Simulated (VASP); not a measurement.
# Ru (P6_3/mmc) in VASP: notebook, part 2 of 2

VASP 6.6.1.

## 3. Single point, LDA (strain +0.1000 x Voigt [0, 0, 1, 0, 0, 0])

Input file INCAR:

```
ALGO = Fast ; EDIFF = 1E-7
ENCUT = 520 ; GGA = CA
ISIF = 2 ; ISMEAR = 0
LASPH = T ; LCHARG = T
LELF = T ; LREAL = F
LVHAR = T ; LWAVE = F
NBANDS = 21 ; NELM = 80
PREC = Accurate ; SIGMA = 0.15
```

Input file KPOINTS:

```
k-points
0
Gamma
  21 21 12
```

Input file POSCAR:

```
Ru
1.0
    2.7057993342      0.0000000000      0.0000000000
   -1.3528996671      2.3432909610      0.0000000000
    0.0000000000      0.0000000000      4.7100900000
Ru
2
Direct
    0.3333333333      0.6666666667      0.2500000000
    0.6666666667      0.3333333333      0.7500000000
```

Potentials or basis: VASP PAW LDA potentials, release 64 (Ru_pv).

Launch:

```sh
> cat potpaw_LDA.64/Ru_pv/POTCAR > POTCAR
> mpirun -np 1 vasp_std > vasp.out
```

OUTCAR:

```text
EDIFF = 1E-7
   ENCUT = 520
   GGA = CA
   ISIF = 2
   ISMEAR = 0
   LASPH = T
   LREAL = F
   NELM = 80
   PREC = Accurate

 ion  position               nearest neighbor table
   1  0.333  0.667  0.250-   2 2.83   2 2.83   2 2.83   2 2.83   2 2.83   2 2.83
   2  0.667  0.333  0.750-   1 2.83   1 2.83   1 2.83   1 2.83   1 2.83   1 2.83

  LATTYP: Found a hexagonal cell.
 ALAT       =     2.7057993342
 C/A-ratio  =     1.7407388421

  Lattice vectors:

 A1 = (   2.7057993342,   0.0000000000,   0.0000000000)
 A2 = (  -1.3528996671,   2.3432909610,   0.0000000000)
 A3 = (   0.0000000000,   0.0000000000,   4.7100900000)

Analysis of symmetry for initial positions (statically):
=====================================================================
 Subroutine PRICEL returns:
 Original cell was already a primitive cell.

 Routine SETGRP: Setting up the symmetry group for a
 hexagonal supercell.

 Subroutine GETGRP returns: Found 24 space group operations
 (whereof 12 operations were pure point group operations)
 out of a pool of 24 trial point group operations.

The static configuration has the point symmetry D_3d.
 The point group associated with its full space group is D_6h.

Analysis of symmetry for dynamics (positions and initial velocities):
=====================================================================
 Subroutine PRICEL returns:
 Original cell was already a primitive cell.

 Routine SETGRP: Setting up the symmetry group for a
 hexagonal supercell.

 Subroutine GETGRP returns: Found 24 space group operations
 (whereof 12 operations were pure point group operations)
 out of a pool of 24 trial point group operations.

The dynamic configuration has the point symmetry D_3d.
 The point group associated with its full space group is D_6h.

 Subroutine INISYM returns: Found 24 space group operations
 (whereof 12 operations are pure point group operations),
 and found     1 'primitive' translations

----------------------------------------------------------------------------------------

                                     Primitive cell

  volume of cell :      29.8642

  direct lattice vectors                    reciprocal lattice vectors
     2.705799334  0.000000000  0.000000000     0.369576556  0.213375124  0.000000000
    -1.352899667  2.343290961  0.000000000     0.000000000  0.426750249  0.000000000
     0.000000000  0.000000000  4.710090000     0.000000000  0.000000000  0.212310168

  length of vectors
     2.705799334  2.705799334  4.710090000     0.426750249  0.426750249  0.212310168

  position of ions in fractional coordinates (direct lattice)
     0.333333333  0.666666667  0.250000000
     0.666666667  0.333333333  0.750000000

  ion indices of the primitive-cell ions
   primitive index   ion index
                 1           1
                 2           2

----------------------------------------------------------------------------------------

 KPOINTS: k-points

Automatic generation of k-mesh.
 Grid dimensions read from file:
 generate k-points for:   21   21   12

 Generating k-lattice:

  Cartesian coordinates                     Fractional coordinates (reciprocal lattice)
     0.017598884  0.010160720  0.000000000     0.047619048  0.000000000  0.000000000
     0.000000000  0.020321440  0.000000000     0.000000000  0.047619048  0.000000000
     0.000000000  0.000000000  0.017692514     0.000000000  0.000000000  0.083333333

  Length of vectors
     0.020321440  0.020321440  0.017692514

  Shift w.r.t. Gamma in fractional coordinates (k-lattice)
     0.000000000  0.000000000  0.000000000

 Subroutine IBZKPT returns following result:
 ===========================================

 Found    336 irreducible k-points:

 Following reciprocal coordinates:
            Coordinates               Weight
  0.000000  0.000000  0.000000      1.000000
  0.047619  0.000000  0.000000      6.000000
  0.095238  0.000000  0.000000      6.000000
  0.142857  0.000000  0.000000      6.000000
  0.190476  0.000000  0.000000      6.000000
  0.238095 -0.000000  0.000000      6.000000
[... 16 lines left out ...]
  0.142857  0.095238  0.000000     12.000000
  0.190476  0.095238  0.000000     12.000000
 [... further k-points ...]
   k-points           NKPTS =    336   k-points in BZ     NKDIM =    336   number of bands    NBANDS=     21
   number of dos      NEDOS =    301   number of ions     NIONS =      2
   total plane-waves  NPLWV =  14400
   dimension x,y,z NGX =    20 NGY =   20 NGZ =   36
   dimension x,y,z NGXF=    40 NGYF=   40 NGZF=   72
   ions per type =               2
   NGX,Y,Z   is equivalent  to a cutoff of  12.29, 12.29, 12.71 a.u.
   NGXF,Y,Z  is equivalent  to a cutoff of  24.58, 24.58, 25.41 a.u.
 SYSTEM =  unknown system
   PREC   = accura    normal or accurate (medium, high low for compatibility)
   ISTART =      0    job   : 0-new  1-cont  2-samecut
   ICHARG =      2    charge: 1-file 2-atom 10-const
   ISPIN  =      1    spin polarized calculation?
   LNONCOLLINEAR =      F non collinear calculations
   LSORBIT =      F    spin-orbit coupling
   LASPH  =      T    aspherical Exc in radial PAW
   ENCUT  =  520.0 eV  38.22 Ry    6.18 a.u.   5.03  5.03  8.76*2*pi/ulx,y,z
   NELM   =     80;   NELMIN=  2; NELMDL= -5     # of ELM steps
   EDIFF  = 0.1E-06   stopping-criterion for ELM
   LREAL  =      F    real-space projection
   EDIFFG = 0.1E-05   stopping-criterion for IOM
   NSW    =      0    number of steps for IOM
   IBRION =     -1    ionic relax: 0-MD 1-quasi-New 2-CG
   NFREE  =      0    steps in history (QN), initial steepest desc. (CG)
   ISIF   =      2    stress and relaxation
   ISYM   =      2    0-nonsym 1-usesym 2-fastsym
   POTIM  = 0.5000    time-step for ionic-motion
   TEBEG  =    0.0;   TEEND  =   0.0 temperature during run
   PSTRESS=    0.0 pullay stress
   NELECT =      28.0000    total number of electrons
   NUPDOWN=      -1.0000    fix difference up-down
   EMIN   =  10.00;   EMAX   =-10.00  energy-range for DOS
   EFERMI =   0.00;   METHOD = LEGACY
   ISMEAR =     0;   SIGMA  =   0.15  broadening in eV -4-tet -1-fermi 0-gaus
   EFERMI_NEDOS =   21; number of points for ismear=-14 and -15
   IALGO  =     68    algorithm
   IMIX   =      4    mixing-type and parameters
     AMIX     =   0.40;   BMIX     =  1.00
     AMIX_MAG =   1.60;   BMIX_MAG =  1.00
  volume/ion in A,a.u.               =      14.93       100.77
  Fermi-wavevector in a.u.,A,eV,Ry     =   1.602300  3.027908 34.931126  2.567365
  Thomas-Fermi vector in A             =   2.699143
   LORBIT       =      0    0 simple, 1 ext, 2 COOP (PROOUT), +10 PAW based schemes
   GGA     = CA    functional components
   LHFCALC =     F    Hartree Fock is set to
   AEXX    =    0.0000 exact exchange contribution
   IVDW    =     0    specifies the selected vdW correction
   LEPSILON=     F    determine dielectric tensor
   LRPA    =     F    only Hartree local field effects (RPA)
 non-spin polarized calculation
 RMM-DIIS sequential band-by-band and
 Gauss-broadening in eV      SIGMA  =   0.15
  energy-cutoff  :      520.00
  volume of cell :       29.86
 maximum number of plane-waves:       827
 NGX is ok and might be reduce to    20
   NGX =  9   NGY =  9   NGZ = 17

 number of electron      27.9999997 magnetization

 Free energy of the ion-electron system (eV)
  ---------------------------------------------------
  ext. energy  EPLUGINS =         0.00000000
  ---------------------------------------------------
  free energy    TOTEN  =       -20.74500528 eV

  energy without entropy =      -20.72472054  energy(sigma->0) =      -20.73486291

 E-fermi :  11.0235     XC(G=0): -13.8018

 val. band max:       11.0234800204   @ k =   0.0476   0.0000   0.3333
 cond. band min:      11.0273076283   @ k =   0.1905   0.0952   0.1667
 fundamental gap:      0.0038276079
 Fermi energy:        11.0234999287

 k-point     1 :       0.0000    0.0000    0.0000
  band No.  band energies     occupation
      1     -31.9984      2.00000
      2     -31.3341      2.00000
      3     -31.3121      2.00000
      4     -31.3121      2.00000
      5     -31.2378      2.00000
      6     -31.2378      2.00000
[... 13 lines left out ...]
     20      21.1289      0.00000
     21      21.1299      0.00000

 k-point     2 :       0.0476    0.0000    0.0000
  band No.  band energies     occupation
      1     -31.9928      2.00000
      2     -31.3351      2.00000
      3     -31.3289      2.00000
      4     -31.3169      2.00000
      5     -31.2550      2.00000
      6     -31.2409      2.00000
[... 520 lines left out ...]
 k-point    24 :       0.1905    0.0952    0.0000
  band No.  band energies     occupation
      1     -31.8595      2.00000
      2     -31.6686      2.00000
      3     -31.6201      2.00000
      4     -31.4201      2.00000
      5     -31.3689      2.00000
      6     -31.3337      2.00000
[... 13 lines left out ...]
     20      21.1286      0.00000
     21      21.1295      0.00000

 [... further k-points ...]
[... 5 lines left out ...]
  --------------------------------------------------------------------------------------
  -------------------------------------------------------------------------------------
  Total       -4.0246233     -4.0246233    -10.1262204     -0.0000000     -0.0000000      0.0000000
  in kB     -215.9159945   -215.9159945   -543.2590260     -0.0000000     -0.0000000      0.0000000
  external PRESSURE =    -325.0303383 kB  Pullay stress =       0.0000000 kB

 VOLUME and BASIS-vectors are now :
 -----------------------------------------------------------------------------
  energy-cutoff  :      520.00
  volume of cell :       29.86
      direct lattice vectors                 reciprocal lattice vectors
     2.705799334  0.000000000  0.000000000     0.369576556  0.213375124  0.000000000
    -1.352899667  2.343290961  0.000000000     0.000000000  0.426750249  0.000000000
     0.000000000  0.000000000  4.710090000     0.000000000  0.000000000  0.212310168

 POSITION                                       TOTAL-FORCE (eV/Angst)
 -----------------------------------------------------------------------------------
     -0.00000      1.56219      1.17752         0.000000      0.000000      0.000000
      1.35290      0.78110      3.53257         0.000000      0.000000      0.000000
 -----------------------------------------------------------------------------------
    total drift:                               -0.000000      0.000000     -0.000000

  FREE ENERGIE OF THE ION-ELECTRON SYSTEM (eV)
  ---------------------------------------------------
  free  energy   TOTEN  =       -20.7450052835 eV

  energy  without entropy=      -20.7247205419  energy(sigma->0) =      -20.73486291
```

OSZICAR:

```text
N       E                     dE             d eps       ncg     rms          rms(c)
DAV:   1     0.284218063158E+03    0.28422E+03   -0.17587E+04 14120   0.146E+03
DAV:   2    -0.164584706045E+02   -0.30068E+03   -0.29192E+03 14480   0.439E+02
DAV:   3    -0.222563793843E+02   -0.57979E+01   -0.57557E+01 16582   0.683E+01
DAV:   4    -0.223011645673E+02   -0.44785E-01   -0.44727E-01 18066   0.568E+00
DAV:   5    -0.223017085936E+02   -0.54403E-03   -0.54004E-03 16193   0.549E-01    0.150E+01
RMM:   6    -0.208151274352E+02    0.14866E+01   -0.36069E+00 14329   0.152E+01    0.309E+00
RMM:   7    -0.207547269447E+02    0.60400E-01   -0.30179E-01 15232   0.362E+00    0.834E-01
RMM:   8    -0.207462527432E+02    0.84742E-02   -0.20650E-02 15894   0.142E+00    0.394E-01
RMM:   9    -0.207449576767E+02    0.12951E-02   -0.24435E-03 16071   0.466E-01    0.333E-02
RMM:  10    -0.207449982581E+02   -0.40581E-04   -0.33441E-04 16629   0.177E-01    0.131E-02
RMM:  11    -0.207450048391E+02   -0.65810E-05   -0.51612E-05 17632   0.537E-02    0.521E-03
RMM:  12    -0.207450052633E+02   -0.42422E-06   -0.89980E-06 18294   0.234E-02    0.319E-03
RMM:  13    -0.207450052832E+02   -0.19949E-07   -0.13629E-06 16968   0.107E-02    0.690E-04
RMM:  14    -0.207450052835E+02   -0.32287E-09   -0.23927E-07 13192   0.512E-03
   1 F= -.20745005E+02 E0= -.20734863E+02  d E =-.202847E-01
```

stdout:

```text
POSCAR found type information on POSCAR Ru
 POSCAR found :  1 types and       2 ions
 scaLAPACK will be used
 LDA part: xc-table for (Slater(with rela. corr.)+CA(PZ))
 , standard interpolation
 POSCAR, INCAR and KPOINTS ok, starting setup
 FFT: planning ... GRIDC
 FFT: planning ... GRID_SOFT
 FFT: planning ... GRID
 WAVECAR not read
 entering main loop
WARNING in EDDRMM: call to ZHEGV failed, returncode =   6  3     21
```

It took 4.5 min on 1 thread of AMD EPYC 7R43 (Zen 3), shared host; peak memory 0.22 GiB.

Results:

```yaml
Free_energy: -20.7450 eV
Pressure: -32.5 GPa
Band_gap_on_the_k_mesh: zero (band 14 reaches 12.33 eV, above the bottom of band 15 at 9.88 eV)
```

Stress tensor (GPa, compression positive):
```
-21.59   0.00   0.00
  0.00 -21.59   0.00
  0.00   0.00 -54.33
```

Levels at points of the mesh, in eV from the Fermi level:
```tsv
k point	band 10	band 11	band 12	band 13	band 14	band 15	band 16	band 17	band 18	band 19
(0.00, 0.00, 0.00)	-2.21	-2.21	-1.80	-1.80	-0.59	-0.59	0.30	1.05	1.05	7.84
(0.00, 0.00, 0.50)	-2.86	-2.21	-2.21	-2.21	-2.21	0.48	0.48	0.48	0.48	10.11
```

Caveat: the cell differs from its parent crystal (strain +0.1000 x Voigt [0, 0, 1, 0, 0, 0]).
